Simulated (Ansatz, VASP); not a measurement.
## Al2GaAs3: VASP beside Ansatz

The input INCAR:

```
SYSTEM = Al2GaAs3
  ALGO = Normal
  EDIFF = 1E-6
  ENCUT = 520
  GGA = PE
  ISIF = 2
  ISMEAR = -1
  LASPH = .TRUE.
  LCHARG = .FALSE.
  LREAL = .FALSE.
  LWAVE = .FALSE.
  NBANDS = 26
  NELM = 80
  PREC = Accurate
  SIGMA = 0.02
```

KPOINTS

```
k-points
0
G
  12 12 4
  0 0 0
```

POSCAR

```
Al2GaAs3
1.0
    4.0144160066      0.0000000000      0.0000000000
   -2.0072080033      3.4765862431      0.0000000000
    0.0000000000      0.0000000000      9.8195723058
Al Ga As
2 1 3
Direct
    0.0000000000      0.0000000000     -0.0001912993
    0.6666666667      0.3333333333      0.6661112577
    0.3333333333      0.6666666667      0.3337193875
    0.6666666667      0.3333333333      0.9167200139
    0.3333333333      0.6666666667      0.5837413677
    0.0000000000      0.0000000000      0.2498992724
```

Input for Ansatz:

```yaml
crystal:
  lattice:
    - [4.0144160066, 0.0, 0.0]
    - [-2.0072080033, 3.4765862431, 0.0]
    - [0.0, 0.0, 9.8195723058]
  atoms:
    - { symbol: Al, position: [0.0, 0.0, -0.0001912993] }
    - { symbol: Al, position: [0.6666666667, 0.3333333333, 0.6661112577] }
    - { symbol: Ga, position: [0.3333333333, 0.6666666667, 0.3337193875] }
    - { symbol: As, position: [0.6666666667, 0.3333333333, 0.9167200139] }
    - { symbol: As, position: [0.3333333333, 0.6666666667, 0.5837413677] }
    - { symbol: As, position: [0.0, 0.0, 0.2498992724] }
kpoints:
  mp_grid: { grid: [12, 12, 4] }
  band_path:
    path:
      - [[0.0, 0.0, 0.0], [0.5, -5.833393543559e-18, -1.121276906955e-18], [0.3333333333333, 0.3333333333333, -2.24255381391e-18], [0.0, 0.0, 0.0], [-1.37754744106e-51, -1.811432551807e-35, 0.5], [0.5, -5.97385882617e-18, 0.5], [0.3333333333333, 0.3333333333333, 0.5], [-1.37754744106e-51, -1.811432551807e-35, 0.5]]
      - [[0.5, -5.97385882617e-18, 0.5], [0.5, -5.833393543559e-18, -1.121276906955e-18]]
      - [[0.3333333333333, 0.3333333333333, 0.5], [0.3333333333333, 0.3333333333333, -2.24255381391e-18]]
    npoints: 10
hamiltonian:
  xc: pbe
scf:
  occupations: { method: fermi_dirac, width: 0.02 }
  n_extra_bands: 5
output:
  forces: true
  stress: true
  eigenvalues: true
  write_density: true
  write_potential: true
  elf: true
  volumetric_format: npy
```

Alike in both runs: task single point; functional PBE; k mesh 12 × 12 × 4; occupations fermi-dirac, width 0.02 eV; no spin polarisation.

|  | VASP | Ansatz |
| --- | --- | --- |
| version | VASP 6.6.1 | Ansatz 0.2.0 |
| potentials or method | VASP PAW PBE potentials, release 64 (Al, Ga_d, As) | plane waves, PAW |
| plane-wave cutoff (eV) | 520 | 420 |
| valence electrons in the cell | 34 | 64 |

|  | VASP | Ansatz | Ansatz less VASP |
| --- | --- | --- | --- |
| gap on the k mesh at the Fermi level (eV) | 1.13 | 1.13 | -0.001 |
| pressure (GPa) | 2.4 | 2.2 | -0.18 |
| traceless stress, the component that is largest in VASP (GPa) | 0.09 | 0.09 | 0.000 |
| rms of the force components (eV/Å) | 0.018 | 0.017 | -0.0010 |

Atom by atom the forces differ by 0.001 eV/Å (rms over components). VASP's potentials hold 34 valence electrons a cell and Ansatz's 64, so a difference there can come from the potentials and not from the codes.
